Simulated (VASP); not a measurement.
Runs of VASP 6.6.1 on AgI. The structure is that of space group F-43m (No. 216), or close to it. The cells are those of the table. 

| task | spin | cell | gap on the mesh (eV) | pressure (GPa) |
| --- | --- | --- | --- | --- |
| relaxation of cell and atoms | off | relaxed to 15 GPa from a = 4.561 Å, angles 60.0, 60.0, 90.0°, 2 atoms | 1.22 | 15.0 |
| single point | non-collinear, zero start, SOC | a = 4.425 Å, angles 60.0, 60.0, 90.0°, 2 atoms | - | 3.9 |
| single point | off | a = 4.669 Å, angles 60.0, 60.0, 90.0°, 2 atoms | (b) | (a) |
| relaxation of cell and atoms | off | relaxed to 4 GPa from a = 4.561 Å, angles 60.0, 60.0, 90.0°, 2 atoms | 1.20 | 4.0 |

Alike in all rows: level PBEsol; potentials or basis VASP PAW PBE potentials, release 64 (Ag, I); k mesh 6 × 6 × 6; cutoff (eV) 500; smearing gaussian 0.01 eV.

Fill in the values left out.

(a) -2.0; (b) 1.21.

Caveats: the PAW data sets were made with another functional, which shifts forces and pressure a little; spin-orbit coupling is left out, which moves the levels of the heavy elements (some runs); the cell is relaxed towards a set pressure, so the enthalpy falls and the energy may rise (some runs).

A k mesh can miss the band edges, and rows without SOC leave out spin-orbit coupling on Ag, I.
